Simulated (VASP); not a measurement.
# H4C in VASP: notebook

The runs below take H4C through single point, with PBE+D3(BJ).

Program: VASP 6.6.1. These are calculated values, not measurements. Logs are shortened: lines on timing, memory, paths and dates and some standing lists are left out, and cuts for length are marked.

### Step 1. The cell of the first run

The cell holds an amorphous packing of atoms, 30 atoms: a = 7.230 Å, b = 7.230 Å, c = 7.230 Å, α = 90.00°, β = 90.00°, γ = 90.00°.

### Step 2. Single point, PBE+D3(BJ)

INCAR

```
SYSTEM = H4C
ALGO = Normal
EDIFF = 1E-6
ENCUT = 520
GGA = PE
GGA_COMPAT = .False.
ISIF = 2
ISMEAR = -1
IVDW = 12
LASPH = .True.
LCHARG = .False.
LREAL = .False.
LWAVE = .False.
NBANDS = 45
NELM = 120
PREC = Accurate
SIGMA = 0.02
```

KPOINTS

```
k-points
0
Gamma
  1 1 1
  0 0 0
```

POSCAR

```
H4C
1.0
    7.2304270000      0.0000000000      0.0000000000
    0.0000000000      7.2304270000      0.0000000000
    0.0000000000      0.0000000000      7.2304270000
C H
6 24
Direct
    0.2966906380      0.8661867411      0.1425918552
    0.6533362414      0.8825343234      0.8429515988
    0.9677436754      0.0350048483      0.4808844623
    0.4299192842      0.1952720081      0.5316698447
    0.8719816962      0.5145062664      0.2343983281
    0.1830458976      0.5401617360      0.7775336090
    0.4075001380      0.8276412997      0.0579218904
    0.1700314518      0.9365145378      0.0849742346
    0.3351807577      0.9406636703      0.2678126755
    0.2226701134      0.7381445107      0.2010116415
    0.7878372882      0.9495289836      0.7744217596
    0.6730722819      0.8286647524      0.9932055188
    0.5841563714      0.7718354670      0.7573964857
    0.5771581678      0.9938278887      0.8697826560
    0.8912475017      0.1540019697      0.4411219420
    1.0663547257     -0.0570367421      0.3947208097
    0.8862408818     -0.0563313896      0.5804913043
    1.0808628591      0.1023729304      0.5501611454
    0.4859740649      0.3245313174      0.5207852870
    0.4710648486      0.1417758592      0.6735010256
    0.5321124188      0.1210025355      0.4505266425
    0.2880881032      0.1480548797      0.5131785440
    0.9493491878      0.5247269629      0.1155948328
    0.9242054446      0.6260211188      0.3211566896
    0.9136251566      0.4060202807      0.3284038412
    0.7216171327      0.5381563219      0.1990892101
    0.3141308252      0.4659752460      0.8203111656
    0.1195641696      0.5440895814      0.9157135533
    0.0865232441      0.4566396978      0.6849802923
    0.2074151361      0.6817992907      0.7076483865
```

Potentials or basis: VASP PAW PBE potentials, release 64 (C, H).

Run with:

```sh
cat potpaw_PBE.64/C/POTCAR potpaw_PBE.64/H/POTCAR > POTCAR
mpirun -np 1 vasp_gam > vasp.out
```

OUTCAR:

```text
SYSTEM = H4C
   EDIFF = 1E-6
   ENCUT = 520
   GGA = PE
   ISIF = 2
   ISMEAR = -1
   IVDW = 12
   LASPH = .True.
   LREAL = .False.
   NELM = 120
   PREC = Accurate
 IVDW          = 12

 ion  position               nearest neighbor table
   1  0.297  0.866  0.143-   7 1.05   9 1.09   8 1.13  10 1.15
   2  0.653  0.883  0.843-  14 0.99  13 1.13  12 1.16  11 1.19
   3  0.968  0.035  0.481-  15 1.06  18 1.08  17 1.14  16 1.16
   4  0.430  0.195  0.532-  19 1.02  21 1.09  22 1.09  20 1.14
   5  0.872  0.515  0.234-  23 1.03  25 1.08  24 1.09  26 1.13
   6  0.183  0.540  0.778-  28 1.10  27 1.13  29 1.14  30 1.16
   7  0.408  0.828  0.058-   1 1.05
   8  0.170  0.937  0.085-   1 1.13
   9  0.335  0.941  0.268-   1 1.09
  10  0.223  0.738  0.201-   1 1.15
  11  0.788  0.950  0.774-   2 1.19
  12  0.673  0.829  0.993-   2 1.16
[... 16 lines left out ...]
  29  0.087  0.457  0.685-   6 1.14
  30  0.207  0.682  0.708-   6 1.16

  LATTYP: Found a simple cubic cell.
 ALAT       =     7.2304270000

  Lattice vectors:

 A1 = (   7.2304270000,   0.0000000000,   0.0000000000)
 A2 = (   0.0000000000,   7.2304270000,   0.0000000000)
 A3 = (   0.0000000000,   0.0000000000,   7.2304270000)

Analysis of symmetry for initial positions (statically):
=====================================================================
 Subroutine PRICEL returns:
 Original cell was already a primitive cell.

 Routine SETGRP: Setting up the symmetry group for a
 simple cubic supercell.

 Subroutine GETGRP returns: Found  1 space group operations
 (whereof  1 operations were pure point group operations)
 out of a pool of 48 trial point group operations.

The static configuration has the point symmetry C_1 .

Analysis of symmetry for dynamics (positions and initial velocities):
=====================================================================
 Subroutine PRICEL returns:
 Original cell was already a primitive cell.

 Routine SETGRP: Setting up the symmetry group for a
 simple cubic supercell.

 Subroutine GETGRP returns: Found  1 space group operations
 (whereof  1 operations were pure point group operations)
 out of a pool of 48 trial point group operations.

The dynamic configuration has the point symmetry C_1 .

 Subroutine INISYM returns: Found  1 space group operations
 (whereof  1 operations are pure point group operations),
 and found     1 'primitive' translations

----------------------------------------------------------------------------------------

                                     Primitive cell

  volume of cell :     378.0000

  direct lattice vectors                    reciprocal lattice vectors
     7.230427000  0.000000000  0.000000000     0.138304418  0.000000000  0.000000000
     0.000000000  7.230427000  0.000000000     0.000000000  0.138304418  0.000000000
     0.000000000  0.000000000  7.230427000     0.000000000  0.000000000  0.138304418

  length of vectors
     7.230427000  7.230427000  7.230427000     0.138304418  0.138304418  0.138304418

  position of ions in fractional coordinates (direct lattice)
     0.296690638  0.866186741  0.142591855
     0.653336241  0.882534323  0.842951599
     0.967743675  0.035004848  0.480884462
     0.429919284  0.195272008  0.531669845
     0.871981696  0.514506266  0.234398328
     0.183045898  0.540161736  0.777533609
[... 22 lines left out ...]
     0.086523244  0.456639698  0.684980292
     0.207415136  0.681799291  0.707648386

  ion indices of the primitive-cell ions
   primitive index   ion index
                 1           1
                 2           2
                 3           3
                 4           4
                 5           5
                 6           6
[... 22 lines left out ...]
                29          29
                30          30

----------------------------------------------------------------------------------------

 KPOINTS: k-points

Automatic generation of k-mesh.
 Grid dimensions read from file:
 generate k-points for:    1    1    1

 Generating k-lattice:

  Cartesian coordinates                     Fractional coordinates (reciprocal lattice)
     0.138304418  0.000000000  0.000000000     1.000000000  0.000000000  0.000000000
     0.000000000  0.138304418  0.000000000     0.000000000  1.000000000  0.000000000
     0.000000000  0.000000000  0.138304418     0.000000000  0.000000000  1.000000000

  Length of vectors
     0.138304418  0.138304418  0.138304418

  Shift w.r.t. Gamma in fractional coordinates (k-lattice)
     0.000000000  0.000000000  0.000000000

 Subroutine IBZKPT returns following result:
 ===========================================

 Found      1 irreducible k-points:

 Following reciprocal coordinates:
            Coordinates               Weight
  0.000000  0.000000  0.000000      1.000000
   k-points           NKPTS =      1   k-points in BZ     NKDIM =      1   number of bands    NBANDS=     45
   number of dos      NEDOS =    301   number of ions     NIONS =     30
   total plane-waves  NPLWV = 157464
   dimension x,y,z NGX =    54 NGY =   54 NGZ =   54
   dimension x,y,z NGXF=   108 NGYF=  108 NGZF=  108
   ions per type =               6  24
   NGX,Y,Z   is equivalent  to a cutoff of  12.42, 12.42, 12.42 a.u.
   NGXF,Y,Z  is equivalent  to a cutoff of  24.83, 24.83, 24.83 a.u.
 SYSTEM =  H4C
   PREC   = accura    normal or accurate (medium, high low for compatibility)
   ISTART =      0    job   : 0-new  1-cont  2-samecut
   ICHARG =      2    charge: 1-file 2-atom 10-const
   ISPIN  =      1    spin polarized calculation?
   LNONCOLLINEAR =      F non collinear calculations
   LSORBIT =      F    spin-orbit coupling
   LASPH  =      T    aspherical Exc in radial PAW
   ENCUT  =  520.0 eV  38.22 Ry    6.18 a.u.  13.44 13.44 13.44*2*pi/ulx,y,z
   NELM   =    120;   NELMIN=  2; NELMDL= -5     # of ELM steps
   EDIFF  = 0.1E-05   stopping-criterion for ELM
   LREAL  =      F    real-space projection
   EDIFFG = 0.1E-04   stopping-criterion for IOM
   NSW    =      0    number of steps for IOM
   IBRION =     -1    ionic relax: 0-MD 1-quasi-New 2-CG
   NFREE  =      0    steps in history (QN), initial steepest desc. (CG)
   ISIF   =      2    stress and relaxation
   ISYM   =      2    0-nonsym 1-usesym 2-fastsym
   POTIM  = 0.5000    time-step for ionic-motion
   TEBEG  =    0.0;   TEEND  =   0.0 temperature during run
   PSTRESS=    0.0 pullay stress
   NELECT =      48.0000    total number of electrons
   NUPDOWN=      -1.0000    fix difference up-down
   EMIN   =  10.00;   EMAX   =-10.00  energy-range for DOS
   EFERMI =   0.00;   METHOD = LEGACY
   ISMEAR =    -1;   SIGMA  =   0.02  broadening in eV -4-tet -1-fermi 0-gaus
   EFERMI_NEDOS =   21; number of points for ismear=-14 and -15
   IALGO  =     38    algorithm
   IMIX   =      4    mixing-type and parameters
     AMIX     =   0.40;   BMIX     =  1.00
     AMIX_MAG =   1.60;   BMIX_MAG =  1.00
  volume/ion in A,a.u.               =      12.60        85.03
  Fermi-wavevector in a.u.,A,eV,Ry     =   0.822857  1.554975  9.212429  0.677094
  Thomas-Fermi vector in A             =   1.934266
   LORBIT       =      0    0 simple, 1 ext, 2 COOP (PROOUT), +10 PAW based schemes
   GGA     = PE    functional components
   LHFCALC =     F    Hartree Fock is set to
   AEXX    =    0.0000 exact exchange contribution
   IVDW    =    12    specifies the selected vdW correction
   LEPSILON=     F    determine dielectric tensor
   LRPA    =     F    only Hartree local field effects (RPA)
 non-spin polarized calculation
  energy-cutoff  :      520.00
  volume of cell :      378.00
 maximum number of plane-waves:      5066
 NGX is ok and might be reduce to    54
   NGX = 27   NGY = 27   NGZ = 27

 number of electron      48.0000004 magnetization

 Free energy of the ion-electron system (eV)
  ---------------------------------------------------
  ext. energy  EPLUGINS =         0.00000000
  ---------------------------------------------------
  free energy    TOTEN  =      -141.26728109 eV

  energy without entropy =     -141.26728109  energy(sigma->0) =     -141.26728109

 E-fermi :  -5.3147     XC(G=0):  -5.4731

 val. band max:       -5.8362401140   @ k =   0.0000   0.0000   0.0000
 cond. band min:       0.5722965130   @ k =   0.0000   0.0000   0.0000
 fundamental gap:      6.4085366270
 Fermi energy:        -5.3147062649

 k-point     1 :       0.0000    0.0000    0.0000
  band No.  band energies     occupation
      1     -15.5281      2.00000
      2     -15.2058      2.00000
      3     -15.0414      2.00000
      4     -14.9455      2.00000
      5     -14.8108      2.00000
      6     -14.6681      2.00000
[... 28 lines left out ...]
     35       4.4117      0.00000
     36       4.5597      0.00000
 [bands above 36 left out]

------------------------ aborting loop because EDIFF is reached ----------------------------------------

 Edisp (eV)   -0.78902

 E8    (eV) :    -0.1644

  FORCE on cell =-STRESS in cart. coord.  units (eV):
  Direction    XX          YY          ZZ          XY          YZ          ZX
  --------------------------------------------------------------------------------------
  -------------------------------------------------------------------------------------
  Total      -1.55103     2.81296    -0.23209    -3.53914     3.79144    -2.60666
  in kB      -6.57412    11.92292    -0.98374   -15.00087    16.07026   -11.04848
  external pressure =        1.46 kB  Pullay stress =        0.00 kB

 VOLUME and BASIS-vectors are now :
 -----------------------------------------------------------------------------
  energy-cutoff  :      520.00
  volume of cell :      378.00
      direct lattice vectors                 reciprocal lattice vectors
     7.230427000  0.000000000  0.000000000     0.138304418  0.000000000  0.000000000
     0.000000000  7.230427000  0.000000000     0.000000000  0.138304418  0.000000000
     0.000000000  0.000000000  7.230427000     0.000000000  0.000000000  0.138304418

 POSITION                                       TOTAL-FORCE (eV/Angst)
 -----------------------------------------------------------------------------------
      2.14520      6.26290      1.03100        -3.654545     -0.827509      2.111991
      4.72390      6.38110      6.09490         3.830698     -3.002832      0.142482
      6.99720      0.25310      3.47700         1.587959     -2.542710      1.061537
      3.10850      1.41190      3.84420         1.080765     -3.608282      2.003973
      6.30480      3.72010      1.69480        -1.586609      1.141107      2.026732
      1.32350      3.90560      5.62190         0.089741     -0.114252     -0.345179
[... 22 lines left out ...]
      0.62560      3.30170      4.95270         1.088983      0.410775      0.681384
      1.49970      4.92970      5.11660        -0.144025     -1.417790      1.081500
 -----------------------------------------------------------------------------------
    total drift:                               -0.000172      0.000207     -0.000894

  FREE ENERGIE OF THE ION-ELECTRON SYSTEM (eV)
  ---------------------------------------------------
  free  energy   TOTEN  =      -142.0563007663 eV

  energy  without entropy=     -142.0563007663  energy(sigma->0) =     -142.05630077
```

It took 21 s on 1 thread of Intel Xeon 6975P-C (Granite Rapids), shared host; peak memory 0.35 GiB.

What came out:

- Free energy: -142.0563 eV
- Pressure: 0.1 GPa
- Largest force: 4.869 eV/Å
- Band gap on the k mesh: 6.41 eV
- Dispersion energy per atom: -0.026 eV

Forces in eV/Å, atoms in the order of the input:
```
C   -3.655 -0.828  2.112
C    3.831 -3.003  0.142
C    1.588 -2.543  1.062
C    1.081 -3.608  2.004
C   -1.587  1.141  2.027
C    0.090 -0.114 -0.345
H    0.840 -0.164 -1.078
H    1.222 -0.029 -0.370
H    0.464  0.271 -0.123
H    0.992  0.616 -0.532
H   -1.804 -1.618  1.332
H    0.570  0.189 -1.780
H    0.503  0.950  0.415
H   -2.992  3.327  0.311
H   -0.851  0.184 -1.485
H   -2.065  1.054 -0.183
H    0.906  0.880 -1.084
H    0.069  0.204  1.455
H   -0.209  3.226 -0.190
H   -0.478  0.616 -0.714
H   -0.233 -0.778 -0.710
H    0.336  0.931 -0.537
H    1.374 -0.359 -2.162
H   -0.378  0.972 -0.031
H   -0.510 -1.149 -0.421
H    0.950 -0.547  0.644
H   -0.590  0.411 -1.185
H   -0.410  0.776 -0.336
H    1.089  0.411  0.681
H   -0.144 -1.418  1.081
```

Stress tensor (GPa, compression positive):
```
-0.66 -1.50 -1.10
-1.50  1.19  1.61
-1.10  1.61 -0.10
```

Levels at points of the mesh, in eV from the valence-band top:
| k point | band 22 | band 23 | band 24 | band 25 | band 26 | band 27 |
| --- | --- | --- | --- | --- | --- | --- |
| (0.00, 0.00, 0.00) | -0.39 | -0.29 | 0.00 | 6.41 | 8.45 | 8.55 |

Caveat: the k points lie up to 0.87 Å⁻¹ apart.

### Step 3. Single point, PBE+D3(BJ)

INCAR

```
ALGO = Normal
EDIFF = 1E-6
ENCUT = 520
GGA = PE
GGA_COMPAT = False
ISIF = 2
ISMEAR = -1
IVDW = 12
LASPH = True
LCHARG = False
LREAL = False
LWAVE = False
NBANDS = 45
NELM = 120
PREC = Accurate
SIGMA = 0.02
```

KPOINTS

```
k-points
0
Gamma
  1 1 1
```

POSCAR

```
H4C
1.0
    7.2304270000      0.0000000000      0.0000000000
    0.0000000000      7.2304270000      0.0000000000
    0.0000000000      0.0000000000      7.2304270000
C H
6 24
Direct
    0.2924170315      0.8117639525      0.1407938978
    0.6742616999      0.9236660573      0.8529095170
    0.9022980247      0.0977535628      0.4254105601
    0.4468615754      0.1791733739      0.5867011727
    0.8516647772      0.5221683311      0.2132654130
    0.1681228508      0.5909332879      0.7883628450
    0.4211231232      0.9048566565      0.1694505733
    0.2823899612      0.8050976796     -0.0049512982
    0.1553020313      0.8507934594      0.1944975034
    0.2928042839      0.6739989215      0.1734199101
    0.7277440184      0.8632685179      0.7466225715
    0.6349140929      0.8304765403      0.9528897809
    0.5492068449      0.9971610252      0.8196887957
    0.8000633987      0.9980600039      0.9448957855
    0.8331734765      0.2135973436      0.3806967417
    1.0331063435      0.0802442235      0.3428704833
    0.8193845260     -0.0164997171      0.4182325608
    1.0117521413      0.1264517296      0.5527750989
    0.4242349726      0.3288740762      0.5854564329
    0.3852054657      0.1032442482      0.6914944304
    0.6062435870      0.1974710484      0.5990932486
    0.4144706806      0.1255804118      0.4493925462
    0.8924645806      0.3712643804      0.1856875120
    0.9977142429      0.5537708907      0.2666370880
    0.7489460858      0.5451960168      0.3127339506
    0.8037561267      0.5686247852      0.0808665934
    0.2017999767      0.4706361049      0.7328474515
    0.0516981915      0.5762868500      0.8866557950
    0.1615257301      0.6782863585      0.6779682583
    0.2784206244      0.6215677165      0.8818013099
```

Potentials or basis: VASP PAW PBE potentials, release 64 (C, H).

Run with:

```sh
cat potpaw_PBE.64/C/POTCAR potpaw_PBE.64/H/POTCAR > POTCAR
mpirun -np 1 vasp_gam > vasp.out
```

It took 23 s on 1 thread of Intel Xeon 6975P-C (Granite Rapids), shared host; peak memory 0.34 GiB.

Results (log left out):

```yaml
Free_energy: -140.8860 eV
Pressure: 3.1 GPa
Largest_force: 7.129 eV/Å
Band_gap_on_the_k_mesh: 6.13 eV
Dispersion_energy_per_atom: -0.026 eV
```

Forces in eV/Å, atoms in the order of the input:
```
C    0.570  3.281  0.203
C    0.801  4.223  5.688
C    6.394  0.837  1.775
C    3.223  2.469 -2.102
C    3.417 -2.460 -0.598
C   -0.955  0.865  3.824
H   -1.751 -1.322  0.375
H   -0.195  0.715 -1.090
H    0.428  0.847  0.065
H    1.108 -2.803  1.238
H    2.490 -2.690 -4.864
H   -0.768 -2.275  1.559
H    0.373  0.752  0.189
H   -2.368 -0.497 -2.050
H   -0.976  2.076 -0.391
H   -1.162 -0.186 -0.842
H   -1.247 -2.478  0.542
H   -2.933 -0.529 -0.947
H   -1.120  0.025  0.197
H   -0.949 -0.695  1.473
H   -1.620 -1.171  0.068
H   -0.025 -0.156 -0.108
H   -1.341  0.907  0.351
H   -1.437  0.999 -0.691
H   -1.065 -0.124  1.367
H    0.358  0.924 -0.626
H    0.762 -4.502 -1.701
H   -0.221  0.266 -0.895
H   -0.655  2.485 -1.872
H    0.867  0.218 -0.135
```

Stress tensor (GPa, compression positive):
```
-2.59 -2.29 -2.78
-2.29  7.00 -1.23
-2.78 -1.23  4.97
```

Levels at points of the mesh, in eV from the valence-band top:
| k point | band 22 | band 23 | band 24 | band 25 | band 26 | band 27 |
| --- | --- | --- | --- | --- | --- | --- |
| (0.00, 0.00, 0.00) | -0.54 | -0.25 | 0.00 | 6.13 | 8.05 | 8.11 |

Caveat: the k points lie up to 0.87 Å⁻¹ apart.
